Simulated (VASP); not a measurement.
# Li33Cl32 (a cell with a defect) in VASP: notebook, part 2 of 2

VASP 6.6.1. Earlier steps stand in the parts before.

### Step 3. Single point, PBEsol

Contents of INCAR:

```
SYSTEM = Li33Cl32
PREC = Accurate
ENCUT = 650
EDIFF = 1E-6
ISMEAR = -1
SIGMA = 0.05
LREAL = Auto
LASPH = .True.
NELM = 120
ALGO = Normal
ISIF = 2
LWAVE = .False.
LCHARG = .False.
GGA = PS
NELECT = 322.0
ISYM = -1
NBANDS = 200
GGA_COMPAT = .False.
```

Contents of KPOINTS:

```
explicit points
1
Reciprocal
  0.25000000   0.25000000   0.25000000 1
```

Contents of POSCAR:

```
Li33Cl32
1.0
   10.1327090000      0.0000000000      0.0000000000
    0.0000000000     10.1327090000      0.0000000000
    0.0000000000      0.0000000000     10.1327090000
Cl Li
32 33
Direct
    0.2469440000      0.9954480000      0.9952750000
    0.2462030000      0.9994180000      0.4959490000
    0.2462510000      0.4961290000      0.9992590000
    0.7458210000      0.9957180000      0.9955710000
    0.7455760000      0.9954480000      0.4966700000
    0.7455970000      0.4967760000      0.9953420000
    0.7495720000      0.4960600000      0.4959450000
    0.9966790000      0.2465090000      0.9959220000
    0.9970780000      0.2469580000      0.4965300000
    0.9970830000      0.7457480000      0.9953760000
    0.9932910000      0.7466780000      0.4958420000
    0.4958810000      0.2469180000      0.9953500000
    0.4967960000      0.2431800000      0.4958460000
    0.4962830000      0.7461130000      0.9987670000
    0.4968400000      0.7466470000      0.4949250000
    0.9966360000      0.9960570000      0.2464110000
    0.9970300000      0.9954770000      0.7456610000
    0.9971030000      0.4966760000      0.2468330000
    0.9933010000      0.4959860000      0.7465590000
    0.4958630000      0.9954610000      0.2468450000
    0.4962810000      0.9989250000      0.7460330000
    0.4967610000      0.4959760000      0.2430730000
    0.4967950000      0.4950220000      0.7465090000
    0.2468160000      0.2469310000      0.2468130000
    0.2460790000      0.2432220000      0.7465240000
    0.2460800000      0.7466810000      0.2430850000
    0.2451900000      0.7466070000      0.7464950000
    0.7461410000      0.2465070000      0.2464130000
    0.7456580000      0.2469350000      0.7456720000
    0.7456060000      0.7457500000      0.2468000000
    0.7490590000      0.7461000000      0.7460740000
    0.2449320000      0.4948230000      0.4946460000
    0.3707870000      0.6206040000      0.6204640000
    0.9956230000      0.9968640000      0.9967440000
    0.9925810000      0.0000410000      0.4955070000
    0.9925380000      0.4956430000      0.9998920000
    0.9946650000      0.4948530000      0.4947110000
    0.4971110000      0.9998730000      0.9998030000
    0.4975260000      0.9986420000      0.4946420000
    0.4976320000      0.4948310000      0.9985260000
    0.5212550000      0.4716940000      0.4715800000
    0.2457890000      0.2423910000      0.9998620000
    0.2450440000      0.2444890000      0.4947750000
    0.2449440000      0.7474450000      0.9984770000
    0.2218610000      0.7709930000      0.4716360000
    0.7470820000      0.2454390000      0.9967150000
    0.7502240000      0.2423300000      0.4955550000
    0.7500680000      0.7469730000      0.9997200000
    0.7488090000      0.7474410000      0.4947080000
    0.2458070000      0.0000190000      0.2422320000
    0.2449930000      0.9986520000      0.7472890000
    0.2449950000      0.4948410000      0.2443780000
    0.2218290000      0.4717940000      0.7708740000
    0.7470550000      0.9968480000      0.2453410000
    0.7500400000      0.9998660000      0.7468100000
    0.7502290000      0.4956680000      0.2422760000
    0.7488700000      0.4948430000      0.7472620000
    0.9955030000      0.2453810000      0.2452290000
    0.9926160000      0.2423680000      0.7469690000
    0.9925270000      0.7470650000      0.2422410000
    0.9939370000      0.7474530000      0.7473290000
    0.4972700000      0.2423570000      0.2422430000
    0.4975800000      0.2437070000      0.7472900000
    0.4975820000      0.7474530000      0.2435320000
    0.5204180000      0.7702850000      0.7701310000
```

Potentials or basis: VASP PAW PBE potentials, release 64 (Cl, Li_sv).

Command:

```sh
$ cat potpaw_PBE.64/Cl/POTCAR potpaw_PBE.64/Li_sv/POTCAR > POTCAR
$ mpirun -np 1 vasp_std > vasp.out
```

OUTCAR:

```text
SYSTEM = Li33Cl32
   PREC = Accurate
   ENCUT = 650
   EDIFF = 1E-6
   ISMEAR = -1
   LREAL = Auto
   LASPH = .True.
   NELM = 120
   ISIF = 2
   GGA = PS
   NELECT = 322.0
   ISYM = -1

 ion  position               nearest neighbor table
   1  0.247  0.995  0.995-  42 2.50  50 2.50  51 2.51  44 2.51  38 2.54  34 2.55
   2  0.246  0.999  0.496-  45 2.34  43 2.48  39 2.55  51 2.55  35 2.57  50 2.57
   3  0.246  0.496  0.999-  53 2.34  52 2.48  44 2.55  40 2.55  36 2.57  42 2.57
   4  0.746  0.996  0.996-  38 2.52  48 2.52  55 2.52  46 2.53  54 2.53  34 2.53
   5  0.746  0.995  0.497-  47 2.50  35 2.50  49 2.51  39 2.51  55 2.54  54 2.55
   6  0.746  0.497  0.995-  56 2.50  36 2.50  40 2.51  57 2.51  48 2.54  46 2.55
   7  0.750  0.496  0.496-  41 2.34  37 2.48  57 2.55  49 2.55  56 2.57  47 2.57
   8  0.997  0.247  0.996-  59 2.52  42 2.52  36 2.53  58 2.53  46 2.53  34 2.53
   9  0.997  0.247  0.497-  47 2.50  35 2.50  37 2.51  43 2.51  59 2.54  58 2.55
  10  0.997  0.746  0.995-  60 2.50  48 2.50  44 2.51  61 2.51  36 2.54  34 2.54
  11  0.993  0.747  0.496-  45 2.34  49 2.48  61 2.55  37 2.55  35 2.57  60 2.57
  12  0.496  0.247  0.995-  62 2.50  38 2.50  40 2.51  63 2.51  42 2.53  46 2.55
  13  0.497  0.243  0.496-  41 2.34  39 2.48  63 2.55  43 2.55  47 2.57  62 2.57
  14  0.496  0.746  0.999-  65 2.34  64 2.48  40 2.55  44 2.55  38 2.57  48 2.57
  15  0.497  0.747  0.495-  33 2.21  64 2.55  49 2.55  39 2.55
[... 294 lines left out ...]
      6     -41.8174      2.00000
[... 165 lines left out ...]
    172       8.5376      0.00000
    173       8.6528      0.00000
 [bands above 173 left out]

------------------------ aborting loop because EDIFF is reached ----------------------------------------

  FORCE on cell =-STRESS in cart. coord.  units (eV):
  Direction    XX          YY          ZZ          XY          YZ          ZX
  --------------------------------------------------------------------------------------
  -------------------------------------------------------------------------------------
  Total       -4.0761022     -4.0906359     -4.0919769     -0.6536390     -0.6610208     -0.6587487
  in kB       -6.2773875     -6.2997700     -6.3018353     -1.0066346     -1.0180028     -1.0145037
  external PRESSURE =      -6.2929976 kB  Pullay stress =       0.0000000 kB

 VOLUME and BASIS-vectors are now :
 -----------------------------------------------------------------------------
  energy-cutoff  :      650.00
  volume of cell :     1040.34
      direct lattice vectors                 reciprocal lattice vectors
    10.132709000  0.000000000  0.000000000     0.098690291  0.000000000  0.000000000
     0.000000000 10.132709000  0.000000000     0.000000000  0.098690291  0.000000000
     0.000000000  0.000000000 10.132709000     0.000000000  0.000000000  0.098690291

 POSITION                                       TOTAL-FORCE (eV/Angst)
 -----------------------------------------------------------------------------------
      2.50221     10.08658     10.08483        -0.006414     -0.002597     -0.000924
      2.49470     10.12681      5.02531        -0.004889      0.003278     -0.004947
      2.49519      5.02713     10.12520        -0.005867     -0.006364      0.003164
      7.55719     10.08932     10.08783         0.003543      0.002755      0.004689
      7.55470     10.08658      5.03261        -0.002648     -0.002473     -0.006230
      7.55492      5.03369     10.08551        -0.002052     -0.007265     -0.000585
[... 57 lines left out ...]
      5.04185      7.57372      2.46764        -0.001405     -0.002270      0.002711
      5.27324      7.80507      7.80351         0.000686     -0.001192     -0.001948
 -----------------------------------------------------------------------------------
    total drift:                               -0.047059     -0.034181     -0.030843

  FREE ENERGIE OF THE ION-ELECTRON SYSTEM (eV)
  ---------------------------------------------------
  free  energy   TOTEN  =      -250.7439863260 eV

  energy  without entropy=     -250.7439863260  energy(sigma->0) =     -250.74398633
```

OSZICAR:

```text
N       E                     dE             d eps       ncg     rms          rms(c)
DAV:   1     0.336967143879E+04    0.33697E+04   -0.15013E+05   400   0.189E+03
DAV:   2     0.248318399182E+03   -0.31214E+04   -0.29175E+04   472   0.452E+02
DAV:   3    -0.201995876291E+03   -0.45031E+03   -0.44784E+03   512   0.159E+02
DAV:   4    -0.244531227597E+03   -0.42535E+02   -0.42344E+02   656   0.479E+01
DAV:   5    -0.252045850745E+03   -0.75146E+01   -0.75084E+01   680   0.132E+01    0.136E+01
DAV:   6    -0.250702745711E+03    0.13431E+01   -0.55318E+00   512   0.490E+00    0.950E+00
DAV:   7    -0.250699514772E+03    0.32309E-02   -0.26699E+00   648   0.262E+00    0.366E+00
DAV:   8    -0.250737041727E+03   -0.37527E-01   -0.41319E-01   536   0.120E+00    0.723E-01
DAV:   9    -0.250741552246E+03   -0.45105E-02   -0.41926E-02   632   0.350E-01    0.323E-01
DAV:  10    -0.250743483071E+03   -0.19308E-02   -0.63228E-03   552   0.153E-01    0.947E-02
DAV:  11    -0.250743896130E+03   -0.41306E-03   -0.71856E-04   552   0.612E-02    0.497E-02
DAV:  12    -0.250743978671E+03   -0.82541E-04   -0.28677E-04   624   0.437E-02    0.223E-02
DAV:  13    -0.250743985944E+03   -0.72736E-05   -0.64513E-05   560   0.163E-02    0.134E-02
DAV:  14    -0.250743986326E+03   -0.38167E-06   -0.80114E-06   488   0.516E-03
   1 F= -.25074399E+03 E0= -.25074399E+03  d E =-.179066E-10
```

stdout:

```text
POSCAR found type information on POSCAR ClLi
 POSCAR found :  2 types and      65 ions
 scaLAPACK will be used
 -----------------------------------------------------------------------------
|                                                                             |
|                                                                             |
|     You enforced a specific xc type in the INCAR file but a different       |
|     I HOPE YOU KNOW WHAT YOU ARE DOING!                                     |
|                                                                             |
 -----------------------------------------------------------------------------

 LDA part: xc-table for (Slater+PW92), standard interpolation
 POSCAR, INCAR and KPOINTS ok, starting setup
 FFT: planning ... GRIDC
 FFT: planning ... GRID_SOFT
 FFT: planning ... GRID
 WAVECAR not read
 entering main loop
 the old and the new charge density differ
 old charge density:   323.00000 new  322.00000
    0.136E+01
```

Run time: 10 min. Hardware: 1 thread of Intel Xeon Platinum 8259CL at 2.50GHz (Skylake/Cascade Lake), shared host; peak memory 1.1 GiB.

What came out:

| Quantity | Value |
| --- | --- |
| Free energy | -250.7440 eV |
| Largest force | 0.023 eV/Å |

Forces on the atoms (eV/Å):
```
Cl  -0.006 -0.003 -0.001
Cl  -0.005  0.003 -0.005
Cl  -0.006 -0.006  0.003
Cl   0.004  0.003  0.005
Cl  -0.003 -0.002 -0.006
Cl  -0.002 -0.007 -0.001
Cl   0.008 -0.005 -0.005
Cl  -0.004 -0.003 -0.002
Cl  -0.004 -0.007  0.003
Cl  -0.005  0.002 -0.001
Cl   0.002 -0.009 -0.004
Cl   0.002 -0.006  0.000
Cl  -0.007  0.001 -0.004
Cl   0.004  0.004  0.004
Cl   0.009  0.009 -0.002
Cl  -0.005 -0.002 -0.004
Cl  -0.004 -0.001  0.003
Cl  -0.006  0.002 -0.007
Cl   0.002 -0.005 -0.009
Cl   0.003 -0.001 -0.008
Cl   0.003  0.003  0.002
Cl  -0.007 -0.002  0.000
Cl   0.008 -0.003  0.008
Cl   0.001 -0.003 -0.006
Cl  -0.003  0.000 -0.008
Cl  -0.002 -0.007 -0.001
Cl  -0.006  0.009  0.009
Cl  -0.002 -0.004 -0.004
Cl  -0.001 -0.006  0.001
Cl  -0.001  0.002 -0.006
Cl   0.003  0.004  0.001
Cl  -0.004 -0.004 -0.003
Li   0.015  0.012  0.013
Li   0.004  0.003  0.003
Li   0.000  0.000  0.004
Li   0.000  0.004 -0.001
Li  -0.009  0.005  0.006
Li  -0.008 -0.001 -0.002
Li  -0.001 -0.003  0.007
Li  -0.003  0.005 -0.004
Li   0.002  0.007  0.008
Li   0.004  0.002  0.001
Li   0.004 -0.009  0.003
Li   0.006 -0.001 -0.002
Li   0.006  0.002  0.005
Li   0.003  0.005  0.003
Li  -0.001  0.001  0.004
Li  -0.003 -0.007 -0.002
Li  -0.004 -0.003  0.005
Li   0.001  0.000  0.003
Li   0.005 -0.003 -0.002
Li   0.006  0.005 -0.010
Li   0.007  0.006  0.003
Li   0.003  0.003  0.005
Li  -0.003 -0.001 -0.006
Li  -0.001  0.003  0.001
Li  -0.005  0.004 -0.001
Li   0.006  0.005  0.005
Li   0.000  0.001 -0.001
Li   0.002  0.000  0.002
Li   0.001 -0.001 -0.001
Li  -0.001  0.002  0.001
Li  -0.001  0.003 -0.002
Li  -0.001 -0.002  0.003
Li   0.001 -0.001 -0.002
```

Caveat: the cell carries a net charge on a neutralising background, which shifts energy and pressure; the cell is charged against a uniform background, so pressure and absolute levels hang on convention; the PAW data sets were made with another functional, which shifts forces and pressure a little.
